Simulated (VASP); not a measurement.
# KNiF3 (Pm-3m) in VASP: single point with LDA+U

Aim: the single point of KNiF3 with LDA+U.

Program: VASP 6.6.1. These are calculated values, not measurements. Logs are shortened: lines on timing, memory, paths and dates and some standing lists are left out, and cuts for length are marked.

## 1. The cell of the first run

It takes space group Pm-3m (No. 221, cubic). The conventional cell has a = 4.000 Å, b = 4.000 Å, c = 4.000 Å, α = 90.00°, β = 90.00°, γ = 90.00°. Within 3.7 Å of K (site symmetry m-3m) lie 12 F at 2.83 Å and 8 Ni at 3.46 Å. Within 2.6 Å of Ni (site symmetry m-3m) lie 6 F at 2.00 Å. Within 2.6 Å of F (site symmetry 4/mmm) lie 2 Ni at 2.00 Å.

## 2. Single point, LDA+U, collinear spin, ferromagnetic start

INCAR reads:

```
SYSTEM = KNiF3
PREC = Accurate
ENCUT = 700
EDIFF = 1E-6
ISMEAR = 0
SIGMA = 0.05
LREAL = .False.
LASPH = .True.
NELM = 200
ALGO = Normal
ISIF = 2
LWAVE = .False.
LCHARG = .False.
ISPIN = 2
MAGMOM = 0 1.69 0.07 0.07 0.07
LORBIT = 11
NUPDOWN = 1.8
LMAXMIX = 4
LDAU = .True.
LDAUTYPE = 2
LDAUL = -1 2 -1
LDAUU = 0 2 0
LDAUJ = 0 0 0
LDAUPRINT = 1
NBANDS = 36
GGA_COMPAT = .False.
```

KPOINTS reads:

```
regular mesh
0
Gamma
  5 5 5
  0 0 0
```

POSCAR reads:

```
KNiF3
1.0
    4.0000000000      0.0000000000      0.0000000000
    0.0000000000      4.0000000000      0.0000000000
    0.0000000000      0.0000000000      4.0000000000
K Ni F
1 1 3
Direct
    0.0000000000      0.0000000000      0.0000000000
    0.5000000000      0.5000000000      0.5000000000
    0.5000000000      0.5000000000      0.0000000000
    0.0000000000      0.5000000000      0.5000000000
    0.5000000000      0.0000000000      0.5000000000
```

Potentials or basis: VASP PAW LDA potentials, release 64 (K_sv, Ni_sv_GW, F).

Started as:

```console
cat potpaw_LDA.64/K_sv/POTCAR potpaw_LDA.64/Ni_sv_GW/POTCAR potpaw_LDA.64/F/POTCAR > POTCAR
mpirun -np 1 vasp_std > vasp.out
```

OUTCAR:

```text
SYSTEM = KNiF3
   PREC = Accurate
   ENCUT = 700
   EDIFF = 1E-6
   ISMEAR = 0
   LREAL = .False.
   LASPH = .True.
   NELM = 200
   ISIF = 2
   ISPIN = 2
   LORBIT = 11
   NUPDOWN = 1.8

 ion  position               nearest neighbor table
   1  0.000  0.000  0.000-   3 2.83   4 2.83   5 2.83   4 2.83   5 2.83   3 2.83   4 2.83   4 2.83
                             3 2.83   5 2.83   5 2.83   3 2.83
   2  0.500  0.500  0.500-   3 2.00   4 2.00   5 2.00   3 2.00   5 2.00   4 2.00
   3  0.500  0.500  0.000-   2 2.00   2 2.00   1 2.83   1 2.83   1 2.83   1 2.83
   4  0.000  0.500  0.500-   2 2.00   2 2.00   1 2.83   1 2.83   1 2.83   1 2.83
   5  0.500  0.000  0.500-   2 2.00   2 2.00   1 2.83   1 2.83   1 2.83   1 2.83

  LATTYP: Found a simple cubic cell.
 ALAT       =     4.0000000000

  Lattice vectors:

 A1 = (   4.0000000000,   0.0000000000,   0.0000000000)
 A2 = (   0.0000000000,   4.0000000000,   0.0000000000)
 A3 = (   0.0000000000,   0.0000000000,   4.0000000000)

Analysis of symmetry for initial positions (statically):
=====================================================================
 Subroutine PRICEL returns:
 Original cell was already a primitive cell.

 Routine SETGRP: Setting up the symmetry group for a
 simple cubic supercell.

 Subroutine GETGRP returns: Found 48 space group operations
 (whereof 48 operations were pure point group operations)
 out of a pool of 48 trial point group operations.

The static configuration has the point symmetry O_h .

Analysis of symmetry for dynamics (positions and initial velocities):
=====================================================================
 Subroutine PRICEL returns:
 Original cell was already a primitive cell.

 Routine SETGRP: Setting up the symmetry group for a
 simple cubic supercell.

 Subroutine GETGRP returns: Found 48 space group operations
 (whereof 48 operations were pure point group operations)
 out of a pool of 48 trial point group operations.

The dynamic configuration has the point symmetry O_h .

Analysis of structural, dynamic, and magnetic symmetry:
=====================================================================
 Subroutine PRICEL returns:
 Original cell was already a primitive cell.

 Routine SETGRP: Setting up the symmetry group for a
 simple cubic supercell.

 Subroutine GETGRP returns: Found 48 space group operations
 (whereof 48 operations were pure point group operations)
 out of a pool of 48 trial point group operations.

The overall configuration has the point symmetry O_h .

 Subroutine INISYM returns: Found 48 space group operations
 (whereof 48 operations are pure point group operations),
 and found     1 'primitive' translations

----------------------------------------------------------------------------------------

                                     Primitive cell

  volume of cell :      64.0000

  direct lattice vectors                    reciprocal lattice vectors
     4.000000000  0.000000000  0.000000000     0.250000000  0.000000000  0.000000000
     0.000000000  4.000000000  0.000000000     0.000000000  0.250000000  0.000000000
     0.000000000  0.000000000  4.000000000     0.000000000  0.000000000  0.250000000

  length of vectors
     4.000000000  4.000000000  4.000000000     0.250000000  0.250000000  0.250000000

  position of ions in fractional coordinates (direct lattice)
     0.000000000  0.000000000  0.000000000
     0.500000000  0.500000000  0.500000000
     0.500000000  0.500000000  0.000000000
     0.000000000  0.500000000  0.500000000
[... 86 lines left out ...]
     AMIX_MAG =   1.60;   BMIX_MAG =  1.00
  volume/ion in A,a.u.               =      12.80        86.38
  Fermi-wavevector in a.u.,A,eV,Ry     =   1.487403  2.810784 30.101080  2.212367
  Thomas-Fermi vector in A             =   2.600568
   LORBIT       =     11    0 simple, 1 ext, 2 COOP (PROOUT), +10 PAW based schemes
 LDA+U is selected, type is set to LDAUTYPE =  2
   angular momentum for each species LDAUL =    -1    2   -1
   U (eV)           for each species LDAUU =   0.0  2.0  0.0
   J (eV)           for each species LDAUJ =   0.0  0.0  0.0
   GGA     = CA    functional components
   LHFCALC =     F    Hartree Fock is set to
   AEXX    =    0.0000 exact exchange contribution
   IVDW    =     0    specifies the selected vdW correction
   LEPSILON=     F    determine dielectric tensor
   LRPA    =     F    only Hartree local field effects (RPA)
 spin polarized calculation
 Gauss-broadening in eV      SIGMA  =   0.05
  energy-cutoff  :      700.00
  volume of cell :       64.00
 maximum number of plane-waves:      2721
 NGX is ok and might be reduce to    36
   NGX = 17   NGY = 17   NGZ = 17

atom =   2  type =  2  l = 2

 onsite density matrix

spin component  1

  0.9334  0.0000 -0.0000 -0.0000  0.0000
  0.0000  0.9334  0.0000 -0.0000  0.0000
 -0.0000  0.0000  0.9372  0.0000 -0.0000
 -0.0000 -0.0000  0.0000  0.9334 -0.0000
  0.0000  0.0000 -0.0000 -0.0000  0.9372

spin component  2

  0.9252  0.0000  0.0000 -0.0000 -0.0000
  0.0000  0.9252 -0.0000 -0.0000 -0.0000
  0.0000 -0.0000  0.1604 -0.0000 -0.0000
 -0.0000 -0.0000 -0.0000  0.9252  0.0000
 -0.0000 -0.0000 -0.0000  0.0000  0.1604

 occupancies and eigenvectors

  o =  0.1604  v =  0.0000  0.0000  0.0000  0.0000  0.0000  0.0000  0.0000 -0.0900  0.0000 -0.9959      0.0000  0.0000  0.0000  0.0000  0.0000  0.0000  0.0000  0.0000  0.0000  0.0000
  o =  0.1604  v =  0.0000  0.0000  0.0000  0.0000  0.0000  0.0000 -0.0000  0.9959  0.0000 -0.0900      0.0000  0.0000  0.0000  0.0000  0.0000  0.0000  0.0000  0.0000  0.0000  0.0000
  o =  0.9252  v =  0.0000  0.0000  0.0000  0.0000  0.0000  0.0000  0.9848 -0.0000 -0.1735  0.0000      0.0000  0.0000  0.0000  0.0000  0.0000  0.0000  0.0000  0.0000  0.0000  0.0000
  o =  0.9252  v =  0.0000  0.0000  0.0000  0.0000  0.0000  0.0000  0.1735 -0.0000  0.9848  0.0000      0.0000  0.0000  0.0000  0.0000  0.0000  0.0000  0.0000  0.0000  0.0000  0.0000
  o =  0.9252  v =  0.0000  0.0000  0.0000  0.0000  0.0000  1.0000  0.0000  0.0000  0.0000  0.0000      0.0000  0.0000  0.0000  0.0000  0.0000  0.0000  0.0000  0.0000  0.0000  0.0000
  o =  0.9334  v =  0.0000  0.9593  0.0000 -0.2825  0.0000  0.0000  0.0000  0.0000  0.0000  0.0000      0.0000  0.0000  0.0000  0.0000  0.0000  0.0000  0.0000  0.0000  0.0000  0.0000
  o =  0.9334  v =  1.0000  0.0000  0.0000  0.0000  0.0000  0.0000  0.0000  0.0000  0.0000  0.0000      0.0000  0.0000  0.0000  0.0000  0.0000  0.0000  0.0000  0.0000  0.0000  0.0000
  o =  0.9334  v =  0.0000 -0.2825 -0.0000 -0.9593 -0.0000  0.0000  0.0000  0.0000  0.0000  0.0000      0.0000  0.0000  0.0000  0.0000  0.0000  0.0000  0.0000  0.0000  0.0000  0.0000
  o =  0.9372  v =  0.0000  0.0000 -0.9886 -0.0000 -0.1508  0.0000  0.0000  0.0000  0.0000  0.0000      0.0000  0.0000  0.0000  0.0000  0.0000  0.0000  0.0000  0.0000  0.0000  0.0000
  o =  0.9372  v =  0.0000  0.0000  0.1508 -0.0000 -0.9886  0.0000  0.0000  0.0000  0.0000  0.0000      0.0000  0.0000  0.0000  0.0000  0.0000  0.0000  0.0000  0.0000  0.0000  0.0000

 number of electron      47.9999984 magnetization       1.7999997

 Free energy of the ion-electron system (eV)
  ---------------------------------------------------
  ext. energy  EPLUGINS =         0.00000000
  ---------------------------------------------------
  free energy    TOTEN  =       -25.41549507 eV

  energy without entropy =      -25.41021537  energy(sigma->0) =      -25.41285522

 E-fermi :   1.9641     XC(G=0): -10.8987

 val. band max:        1.9220216429   @ k =   0.4000   0.0000   0.0000
 cond. band min:       2.0754069610   @ k =   0.2000   0.2000   0.0000
 fundamental gap:      0.1533853181
 Fermi energy:         0.7398746770

 spin component 1

 k-point     1 :       0.0000    0.0000    0.0000
  band No.  band energies     occupation
      1    -101.7157      1.00000
      2     -62.7015      1.00000
      3     -62.7015      1.00000
      4     -62.7015      1.00000
      5     -26.7268      1.00000
      6     -21.6389      1.00000
[... 379 lines left out ...]
     35      13.8214      0.00000
     36      15.2862      0.00000
 Fermi energy:         1.9641449831

 spin component 2

 k-point     1 :       0.0000    0.0000    0.0000
  band No.  band energies     occupation
      1     -99.8671      1.00000
      2     -60.9095      1.00000
      3     -60.9095      1.00000
      4     -60.9095      1.00000
      5     -26.7267      1.00000
      6     -21.5230      1.00000
[... 379 lines left out ...]
     35      13.8591      0.00000
     36      15.4047      0.00000

------------------------ aborting loop because EDIFF is reached ----------------------------------------

  FORCE on cell =-STRESS in cart. coord.  units (eV):
  Direction    XX          YY          ZZ          XY          YZ          ZX
  --------------------------------------------------------------------------------------
  -------------------------------------------------------------------------------------
  Total       -2.3329696     -2.3329696     -2.3329696     -0.0000000     -0.0000000     -0.0000000
  in kB      -58.4036101    -58.4036101    -58.4036101     -0.0000000     -0.0000000     -0.0000000
  external PRESSURE =     -58.4036101 kB  Pullay stress =       0.0000000 kB

 VOLUME and BASIS-vectors are now :
 -----------------------------------------------------------------------------
  energy-cutoff  :      700.00
  volume of cell :       64.00
      direct lattice vectors                 reciprocal lattice vectors
     4.000000000  0.000000000  0.000000000     0.250000000  0.000000000  0.000000000
     0.000000000  4.000000000  0.000000000     0.000000000  0.250000000  0.000000000
     0.000000000  0.000000000  4.000000000     0.000000000  0.000000000  0.250000000

 POSITION                                       TOTAL-FORCE (eV/Angst)
 -----------------------------------------------------------------------------------
      0.00000      0.00000      0.00000         0.000000      0.000000      0.000000
      2.00000      2.00000      2.00000         0.000000      0.000000      0.000000
      2.00000      2.00000      0.00000         0.000000      0.000000      0.000000
      0.00000      2.00000      2.00000         0.000000      0.000000      0.000000
      2.00000      0.00000      2.00000         0.000000      0.000000      0.000000
 -----------------------------------------------------------------------------------
    total drift:                                0.000000      0.000000      0.000000

  FREE ENERGIE OF THE ION-ELECTRON SYSTEM (eV)
  ---------------------------------------------------
  free  energy   TOTEN  =       -25.4154950713 eV

  energy  without entropy=      -25.4102153729  energy(sigma->0) =      -25.41285522

 total charge

# of ion       s       p       d       f       tot
--------------------------------------------------
    1        1.952   5.567   0.027   0.000   7.547
    2        2.133   6.202   7.744   0.011  16.090
    3        1.718   4.342   0.000   0.000   6.059
    4        1.718   4.342   0.000   0.000   6.059
    5        1.718   4.342   0.000   0.000   6.059
--------------------------------------------------
tot          9.238  24.795   7.771   0.011  41.815

 magnetization (x)

# of ion       s       p       d       f       tot
--------------------------------------------------
    1       -0.000  -0.000  -0.000   0.000  -0.001
    2        0.009   0.011   1.577   0.001   1.597
    3        0.006   0.053   0.000   0.000   0.059
    4        0.006   0.053   0.000   0.000   0.059
    5        0.006   0.053   0.000   0.000   0.059
--------------------------------------------------
tot          0.026   0.170   1.576   0.001   1.774
```

Run time: 54 s. Hardware: 1 thread of Intel Xeon Platinum 8488C (Sapphire Rapids), shared host; peak memory 0.21 GiB.

What came out:

* Free energy: -25.4155 eV
* Pressure: -5.8 GPa
* Net moment: 1.80 μB per cell
* Site moments: K -0.00; Ni +1.60; F +0.06 μB
* Valence electrons inside the program's atomic spheres: K 7.55; Ni 16.09; F 6.06

Eigenvalues of the final occupation matrices:
| site | spin | trace | eigenvalues |
| --- | --- | --- | --- |
| site 2 d | 1 | 4.67 | 0.93 0.93 0.93 0.94 0.94 |
| site 2 d | 2 | 3.10 | 0.16 0.16 0.93 0.93 0.93 |

Caveat: the cell stands under tension; the total moment is fixed, so each spin has its own Fermi level and the state may be an excited one; a cell with one magnetic atom can't hold antiferromagnetic order, which such compounds often take. The state reached can hang on the start; a lower one may exist.
